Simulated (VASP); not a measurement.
Wanted: the native input for a VASP 6.6.1 run.

```
Task                   : relaxation of cell and atoms
Functional             : r2SCAN
Potentials or basis    : VASP PAW PBE potentials, release 64 (As)
Cutoff                 : 600 eV
k mesh                 : 6 × 6 × 4
Occupations            : gaussian, width 0.1 eV
Spin                   : no spin polarisation
Dipole correction      : no
Further INCAR settings : ALGO = Normal; EDIFF = 1e-06; IBRION = 2; EDIFFG = -0.04; NSW = 90; ISIF = 3
```

As:

```
As
1.0
     3.13044    0.00000    0.00000
    -1.56522    2.71104    0.00000
     0.00000    0.00000    5.08088
As
2
Direct
  0.33333 0.66667 0.25000
  0.66667 0.33333 0.75000
```

The input as run:

POSCAR

```
As
1.0
    3.1304444090      0.0000000000      0.0000000000
   -1.5652222045      2.7110443833      0.0000000000
    0.0000000000      0.0000000000      5.0808770626
As
2
Direct
    0.3333333333      0.6666666667      0.2500000000
    0.6666666667      0.3333333333      0.7500000000
```

INCAR.step1

```
SYSTEM = As
PREC     = Accurate       ! precision mode
ENCUT    = 600            ! plane-wave cutoff, eV
ISMEAR   = 0              ! smearing method
SIGMA    = 0.1            ! smearing width, eV
LREAL    = .False.        ! projectors in reciprocal space
LASPH    = .True.         ! aspherical terms in the spheres
NELM     = 100            ! most SCF steps
GGA      = PE             ! functional
ALGO     = Normal         ! electronic algorithm
EDIFF    = 1E-4           ! SCF threshold, eV
LWAVE    = .True.         ! write WAVECAR
LCHARG   = .False.        ! write CHGCAR
```

INCAR.step2

```
SYSTEM = As
PREC     = Accurate       ! precision mode
ENCUT    = 600            ! plane-wave cutoff, eV
EDIFF    = 1E-6           ! SCF threshold, eV
ISMEAR   = 0              ! smearing method
SIGMA    = 0.1            ! smearing width, eV
LREAL    = .False.        ! projectors in reciprocal space
LASPH    = .True.         ! aspherical terms in the spheres
NELM     = 100            ! most SCF steps
ALGO     = Normal         ! electronic algorithm
ISIF     = 3              ! what is computed and relaxed
LWAVE    = .False.        ! write WAVECAR
LCHARG   = .False.        ! write CHGCAR
METAGGA  = R2SCAN         ! meta-GGA
LMIXTAU  = .True.       
IBRION   = 2              ! ionic algorithm
NSW      = 90             ! ionic steps
EDIFFG   = -0.04          ! ionic threshold
ISTART   = 1
```

KPOINTS

```
Automatic mesh
0
Gamma
  6 6 4
  0 0 0
```

Potentials or basis: VASP PAW PBE potentials, release 64 (As).

Command:

```sh
$ cat potpaw_PBE.64/As/POTCAR > POTCAR
$ cp INCAR.step1 INCAR
$ mpirun -np 1 vasp_std > vasp.out
$ cp INCAR.step2 INCAR
$ mpirun -np 1 vasp_std > vasp.out
```

Results of the run:

| Property | Result |
| --- | --- |
| Relaxed volume | 18.87 Å³/atom |
| Relaxed cell | a = 2.951 Å, b = 2.951 Å, c = 5.006 Å, α = 90.00°, β = 90.00°, γ = 120.00° |
| Space group after relaxing (to 0.05 Å) | P6_3/mmc (No. 194) |
| Energy gained by relaxing | 97.3 meV/atom |
| Ionic steps | 6 |
| Pressure after relaxing | 0.0 GPa |
| Band gap on the k mesh | zero (band 5 reaches 12.00 eV, above the bottom of band 6 at 2.48 eV) |

Caveat: the k points lie up to 0.41 Å⁻¹ apart in the final cell; the PAW data sets were made with another functional, which shifts forces and pressure a little.

Run time: 100 s on 1 thread of Intel(R) Xeon(R) 6975P-C (Granite Rapids), on a shared host, peak memory 0.2 GiB.
